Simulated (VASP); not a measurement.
# CdH2O2 (P3m1) in VASP: further runs

CdH2O2 is run at these levels: PBEsol; tasks: single point.

All numbers are computed with VASP 6.6.1; they aren't measurements. Logs are shortened: lines on timing, memory, paths and dates and some standing lists are left out, and cuts for length are marked.

## 1. The cell of the first run

Symmetry: P3m1, No. 156, trigonal system. The conventional cell has a = 3.853 Å, b = 3.853 Å, c = 4.456 Å, α = 90.00°, β = 90.00°, γ = 120.00°. Cd (site symmetry 3m) has 3 H at 2.23 Å and 6 O at 2.40 to 2.44 Å within 2.9 Å. H (site symmetry 3m) has 1 O at 0.99 Å within 1.3 Å. H (site symmetry 3m) has 1 O at 0.98 Å within 1.3 Å. Within 1.3 Å of O (site symmetry 3m) lie 1 H at 0.99 Å. O (site symmetry 3m) has 1 H at 0.98 Å within 1.3 Å.

## 2. Single point, PBEsol

File INCAR:

```
ALGO = Normal
EDIFF = 1E-7
ENCUT = 520
GGA = PS
ISIF = 2
ISMEAR = 0
LASPH = T
LCHARG = F
LREAL = F
LWAVE = F
NBANDS = 21
NELM = 100
PREC = Accurate
SIGMA = 0.01
```

File KPOINTS:

```
k-points
0
Gamma
  6 6 4
```

File POSCAR:

```
CdH2O2
1.0
    3.8525769708      0.0000000000      0.0000000000
   -1.9262884854      3.3364278552      0.0000000000
    0.0000000000      0.0000000000      4.4561455569
Cd H O
1 2 2
Direct
    0.3333333333      0.6666666667      0.9873000000
    0.0000000000      0.0000000000      0.0080800000
    0.6666666667      0.3333333333      0.4318900000
    0.0000000000      0.0000000000      0.7861900000
    0.6666666667      0.3333333333      0.2118900000
```

Potentials or basis: VASP PAW PBE potentials, release 64 (Cd, H, O).

Run with:

```
cat potpaw_PBE.64/Cd/POTCAR potpaw_PBE.64/H/POTCAR potpaw_PBE.64/O/POTCAR > POTCAR
mpirun -np 1 vasp_std > vasp.out
```

OUTCAR:

```text
EDIFF = 1E-7
   ENCUT = 520
   GGA = PS
   ISIF = 2
   ISMEAR = 0
   LASPH = T
   LREAL = F
   NELM = 100
   PREC = Accurate

 ion  position               nearest neighbor table
   1  0.333  0.667  0.987-   2 2.23   2 2.23   2 2.23   4 2.40   4 2.40   4 2.40   5 2.44   5 2.44
                             5 2.44
   2  0.000  0.000  0.008-   4 0.99   1 2.23   1 2.23   1 2.23
   3  0.667  0.333  0.432-   5 0.98
   4  0.000  0.000  0.786-   2 0.99   1 2.40   1 2.40   1 2.40
   5  0.667  0.333  0.212-   3 0.98   1 2.44   1 2.44   1 2.44

  LATTYP: Found a hexagonal cell.
 ALAT       =     3.8525769708
 C/A-ratio  =     1.1566661979

  Lattice vectors:

 A1 = (   3.8525769708,   0.0000000000,   0.0000000000)
 A2 = (  -1.9262884854,   3.3364278552,   0.0000000000)
 A3 = (   0.0000000000,   0.0000000000,   4.4561455569)

Analysis of symmetry for initial positions (statically):
=====================================================================
 Subroutine PRICEL returns:
 Original cell was already a primitive cell.

 Routine SETGRP: Setting up the symmetry group for a
 hexagonal supercell.

 Subroutine GETGRP returns: Found  6 space group operations
 (whereof  6 operations were pure point group operations)
 out of a pool of 24 trial point group operations.

The static configuration has the point symmetry C_3v.

Analysis of symmetry for dynamics (positions and initial velocities):
=====================================================================
 Subroutine PRICEL returns:
 Original cell was already a primitive cell.

 Routine SETGRP: Setting up the symmetry group for a
 hexagonal supercell.

 Subroutine GETGRP returns: Found  6 space group operations
 (whereof  6 operations were pure point group operations)
 out of a pool of 24 trial point group operations.

The dynamic configuration has the point symmetry C_3v.

 Subroutine INISYM returns: Found  6 space group operations
 (whereof  6 operations are pure point group operations),
 and found     1 'primitive' translations

----------------------------------------------------------------------------------------

                                     Primitive cell

  volume of cell :      57.2786

  direct lattice vectors                    reciprocal lattice vectors
     3.852576971  0.000000000  0.000000000     0.259566521  0.149860876  0.000000000
    -1.926288485  3.336427855  0.000000000     0.000000000  0.299721751  0.000000000
     0.000000000  0.000000000  4.456145557     0.000000000  0.000000000  0.224409187

  length of vectors
     3.852576971  3.852575523  4.456145557     0.299721639  0.299721751  0.224409187

  position of ions in fractional coordinates (direct lattice)
     0.333333333  0.666666667  0.987300000
     0.000000000  0.000000000  0.008080000
     0.666666667  0.333333333  0.431890000
     0.000000000  0.000000000  0.786190000
     0.666666667  0.333333333  0.211890000

  ion indices of the primitive-cell ions
   primitive index   ion index
                 1           1
                 2           2
                 3           3
                 4           4
                 5           5

----------------------------------------------------------------------------------------

 KPOINTS: k-points

Automatic generation of k-mesh.
 Grid dimensions read from file:
 generate k-points for:    6    6    4

 Generating k-lattice:

  Cartesian coordinates                     Fractional coordinates (reciprocal lattice)
     0.043261087  0.024976813  0.000000000     0.166666667  0.000000000  0.000000000
     0.000000000  0.049953625  0.000000000     0.000000000  0.166666667  0.000000000
     0.000000000  0.000000000  0.056102297     0.000000000  0.000000000  0.250000000

  Length of vectors
     0.049953606  0.049953625  0.056102297

  Shift w.r.t. Gamma in fractional coordinates (k-lattice)
     0.000000000  0.000000000  0.000000000

 Subroutine IBZKPT returns following result:
 ===========================================

 Found     24 irreducible k-points:

 Following reciprocal coordinates:
            Coordinates               Weight
  0.000000  0.000000  0.000000      1.000000
  0.166667  0.000000  0.000000      6.000000
  0.333333  0.000000  0.000000      6.000000
  0.500000  0.000000  0.000000      3.000000
  0.166667  0.166667  0.000000      6.000000
  0.333333  0.166667  0.000000     12.000000
[... 16 lines left out ...]
  0.333333  0.166667  0.500000     12.000000
  0.333333  0.333333  0.500000      2.000000
   k-points           NKPTS =     24   k-points in BZ     NKDIM =     24   number of bands    NBANDS=     21
   number of dos      NEDOS =    301   number of ions     NIONS =      5
   total plane-waves  NPLWV =  32400
   dimension x,y,z NGX =    30 NGY =   30 NGZ =   36
   dimension x,y,z NGXF=    60 NGYF=   60 NGZF=   72
   ions per type =               1   2   2
   NGX,Y,Z   is equivalent  to a cutoff of  12.95, 12.95, 13.43 a.u.
   NGXF,Y,Z  is equivalent  to a cutoff of  25.89, 25.89, 26.86 a.u.
 SYSTEM =  unknown system
   PREC   = accura    normal or accurate (medium, high low for compatibility)
   ISTART =      0    job   : 0-new  1-cont  2-samecut
   ICHARG =      2    charge: 1-file 2-atom 10-const
   ISPIN  =      1    spin polarized calculation?
   LNONCOLLINEAR =      F non collinear calculations
   LSORBIT =      F    spin-orbit coupling
   LASPH  =      T    aspherical Exc in radial PAW
   ENCUT  =  520.0 eV  38.22 Ry    6.18 a.u.   7.16  7.16  8.29*2*pi/ulx,y,z
   NELM   =    100;   NELMIN=  2; NELMDL= -5     # of ELM steps
   EDIFF  = 0.1E-06   stopping-criterion for ELM
   LREAL  =      F    real-space projection
   EDIFFG = 0.1E-05   stopping-criterion for IOM
   NSW    =      0    number of steps for IOM
   IBRION =     -1    ionic relax: 0-MD 1-quasi-New 2-CG
   NFREE  =      0    steps in history (QN), initial steepest desc. (CG)
   ISIF   =      2    stress and relaxation
   ISYM   =      2    0-nonsym 1-usesym 2-fastsym
   POTIM  = 0.5000    time-step for ionic-motion
   TEBEG  =    0.0;   TEEND  =   0.0 temperature during run
   PSTRESS=    0.0 pullay stress
   NELECT =      26.0000    total number of electrons
   NUPDOWN=      -1.0000    fix difference up-down
   EMIN   =  10.00;   EMAX   =-10.00  energy-range for DOS
   EFERMI =   0.00;   METHOD = LEGACY
   ISMEAR =     0;   SIGMA  =   0.01  broadening in eV -4-tet -1-fermi 0-gaus
   EFERMI_NEDOS =   21; number of points for ismear=-14 and -15
   IALGO  =     38    algorithm
   IMIX   =      4    mixing-type and parameters
     AMIX     =   0.40;   BMIX     =  1.00
     AMIX_MAG =   1.60;   BMIX_MAG =  1.00
  volume/ion in A,a.u.               =      11.46        77.31
  Fermi-wavevector in a.u.,A,eV,Ry     =   1.258158  2.377574 21.537495  1.582961
  Thomas-Fermi vector in A             =   2.391781
   LORBIT       =      0    0 simple, 1 ext, 2 COOP (PROOUT), +10 PAW based schemes
   GGA     = PS    functional components
   LHFCALC =     F    Hartree Fock is set to
   AEXX    =    0.0000 exact exchange contribution
   IVDW    =     0    specifies the selected vdW correction
   LEPSILON=     F    determine dielectric tensor
   LRPA    =     F    only Hartree local field effects (RPA)
 non-spin polarized calculation
 Gauss-broadening in eV      SIGMA  =   0.01
  energy-cutoff  :      520.00
  volume of cell :       57.28
 maximum number of plane-waves:      1572
 NGX is ok and might be reduce to    30
   NGX = 15   NGY = 15   NGZ = 17

 number of electron      26.0000007 magnetization

 Free energy of the ion-electron system (eV)
  ---------------------------------------------------
  ext. energy  EPLUGINS =         0.00000000
  ---------------------------------------------------
  free energy    TOTEN  =       -22.50390136 eV

  energy without entropy =      -22.50390136  energy(sigma->0) =      -22.50390136

 E-fermi :  -0.8867     XC(G=0):  -9.4047

 val. band max:       -1.0328416662   @ k =   0.5000   0.0000   0.0000
 cond. band min:       0.0601690670   @ k =   0.0000   0.0000   0.0000
 fundamental gap:      1.0930107332
 Fermi energy:        -0.8867035299

 k-point     1 :       0.0000    0.0000    0.0000
  band No.  band energies     occupation
      1     -19.2093      2.00000
      2     -18.1778      2.00000
      3      -7.9544      2.00000
      4      -7.7772      2.00000
      5      -7.7772      2.00000
      6      -7.1952      2.00000
[... 13 lines left out ...]
     20      12.9236      0.00000
     21      14.9031      0.00000

 k-point     2 :       0.1667    0.0000    0.0000
  band No.  band energies     occupation
      1     -19.1339      2.00000
      2     -18.2267      2.00000
      3      -7.9099      2.00000
      4      -7.6822      2.00000
      5      -7.6304      2.00000
      6      -7.2284      2.00000
[... 13 lines left out ...]
     20      12.7363      0.00000
     21      14.8952      0.00000

 k-point     3 :       0.3333    0.0000    0.0000
  band No.  band energies     occupation
      1     -18.9649      2.00000
      2     -18.3372      2.00000
      3      -7.7592      2.00000
      4      -7.5082      2.00000
      5      -7.4916      2.00000
      6      -7.1902      2.00000
[... 13 lines left out ...]
     20      12.5478      0.00000
     21      13.8029      0.00000
[... 457 lines left out ...]
 k-point    23 :       0.3333    0.1667    0.5000
  band No.  band energies     occupation
      1     -18.8393      2.00000
      2     -18.4061      2.00000
      3      -7.8124      2.00000
      4      -7.4954      2.00000
      5      -7.4213      2.00000
      6      -7.1707      2.00000
[... 13 lines left out ...]
     20      12.3728      0.00000
     21      14.0724      0.00000

 k-point    24 :       0.3333    0.3333    0.5000
  band No.  band energies     occupation
      1     -18.8177      2.00000
      2     -18.4073      2.00000
      3      -7.7215      2.00000
      4      -7.5116      2.00000
      5      -7.3362      2.00000
      6      -7.2452      2.00000
[... 13 lines left out ...]
     20      13.5197      0.00000
     21      14.3039      0.00000

------------------------ aborting loop because EDIFF is reached ----------------------------------------

  FORCE on cell =-STRESS in cart. coord.  units (eV):
  Direction    XX          YY          ZZ          XY          YZ          ZX
  --------------------------------------------------------------------------------------
  -------------------------------------------------------------------------------------
  Total       -2.0243786     -2.0243766     -0.8323505      0.0000000      0.0000000      0.0000000
  in kB      -56.6252177    -56.6251610    -23.2822198      0.0000000      0.0000000      0.0000000
  external PRESSURE =     -45.5108662 kB  Pullay stress =       0.0000000 kB

 VOLUME and BASIS-vectors are now :
 -----------------------------------------------------------------------------
  energy-cutoff  :      520.00
  volume of cell :       57.28
      direct lattice vectors                 reciprocal lattice vectors
     3.852576971  0.000000000  0.000000000     0.259566521  0.149860876  0.000000000
    -1.926288485  3.336427855  0.000000000     0.000000000  0.299721751  0.000000000
     0.000000000  0.000000000  4.456145557     0.000000000  0.000000000  0.224409187

 POSITION                                       TOTAL-FORCE (eV/Angst)
 -----------------------------------------------------------------------------------
     -0.00000      2.22429      4.39955        -0.000000     -0.000000     -0.039554
      0.00000      0.00000      0.03601        -0.000000     -0.000000      0.141723
      1.92629      1.11214      1.92456         0.000000     -0.000000      0.014321
      0.00000      0.00000      3.50338        -0.000000      0.000000      0.303624
      1.92629      1.11214      0.94421         0.000000     -0.000000     -0.420114
 -----------------------------------------------------------------------------------
    total drift:                               -0.000000     -0.000000     -0.000036

  FREE ENERGIE OF THE ION-ELECTRON SYSTEM (eV)
  ---------------------------------------------------
  free  energy   TOTEN  =       -22.5039013590 eV

  energy  without entropy=      -22.5039013590  energy(sigma->0) =      -22.50390136
```

Wall time 73 s (1 thread of AMD EPYC 7R13, shared host); peak memory 0.16 GiB.

Results:

```yaml
Free_energy: -22.5039 eV
Pressure: -4.6 GPa
Largest_force: 0.420 eV/Å
Band_gap_on_the_k_mesh: 1.09 eV, indirect (least direct gap 1.62 eV)
```

Forces on the atoms (eV/Å):
```
Cd   0.000  0.000 -0.040
H    0.000  0.000  0.142
H    0.000  0.000  0.014
O    0.000  0.000  0.304
O    0.000  0.000 -0.420
```

Stress tensor (GPa, compression positive):
```
-5.66  0.00  0.00
 0.00 -5.66  0.00
 0.00  0.00 -2.33
```

Caveat: the PAW data sets were made with another functional, which shifts forces and pressure a little. A hybrid or GW would open this gap; PBEsol tends to underestimate it.

## 3. Single point, PBEsol

This run uses another cell than the first one, of 11.80 Å³/atom, 1.030 times its volume.

File INCAR:

```
PREC = Accurate
ENCUT = 520
EDIFF = 1E-6
ISMEAR = 0
SIGMA = 0.01
LREAL = F
LASPH = T
NELM = 100
ALGO = Normal
ISIF = 2
LWAVE = F
LCHARG = T
GGA = PS
LELF = T
LVHAR = T
NBANDS = 21
```

File KPOINTS:

```
regular mesh
0
Gamma
  6 6 4
```

POSCAR, as its differences from that of step 2:

```diff
@@ -2,5 +2,5 @@
 1.0
-    3.8525769708      0.0000000000      0.0000000000
-   -1.9262884854      3.3364278552      0.0000000000
-    0.0000000000      0.0000000000      4.4561455569
+    3.8903497420      0.0000000000      0.0000000000
+   -1.9451748710      3.3691400183      0.0000000000
+    0.0000000000      0.0000000000      4.4998360445
 Cd H O
```

Potentials or basis: VASP PAW PBE potentials, release 64 (Cd, H, O).

Run with:

```
cat potpaw_PBE.64/Cd/POTCAR potpaw_PBE.64/H/POTCAR potpaw_PBE.64/O/POTCAR > POTCAR
mpirun -np 1 vasp_std > vasp.out
```

It took 64 s on 1 thread of AMD EPYC 7R13, shared host; peak memory 0.16 GiB.

It converged, with:

- Free energy: -22.4467 eV
- Pressure: -6.6 GPa
- Largest force: 0.801 eV/Å
- Band gap on the k mesh: 1.02 eV, indirect (least direct gap 1.56 eV)

Forces in eV/Å, atoms in the order of the input:
```
Cd   0.000  0.000 -0.028
H    0.000  0.000 -0.245
H    0.000  0.000 -0.419
O    0.000  0.000  0.801
O    0.000  0.000 -0.109
```

Stress tensor (GPa, compression positive):
```
-7.32  0.00  0.00
 0.00 -7.32  0.00
 0.00  0.00 -5.19
```

Levels at points of the mesh, in eV from the valence-band top:
| k point | band 10 | band 11 | band 12 | band 13 | band 14 | band 15 | band 16 | band 17 |
| --- | --- | --- | --- | --- | --- | --- | --- | --- |
| (0.00, 0.00, 0.00) | -0.86 | -0.86 | -0.53 | -0.53 | 1.02 | 6.05 | 9.70 | 10.50 |
| (0.50, 0.00, 0.00) | -3.01 | -2.15 | -1.57 | 0.00 | 4.93 | 5.91 | 8.13 | 9.57 |
| (0.00, 0.00, 0.50) | -0.97 | -0.97 | -0.38 | -0.38 | 2.78 | 4.63 | 10.00 | 10.54 |
| (0.50, 0.00, 0.50) | -2.37 | -1.90 | -1.47 | -0.27 | 5.09 | 6.07 | 7.89 | 8.81 |

Caveat: the PAW data sets were made with another functional, which shifts forces and pressure a little. A k mesh can miss the band edges.
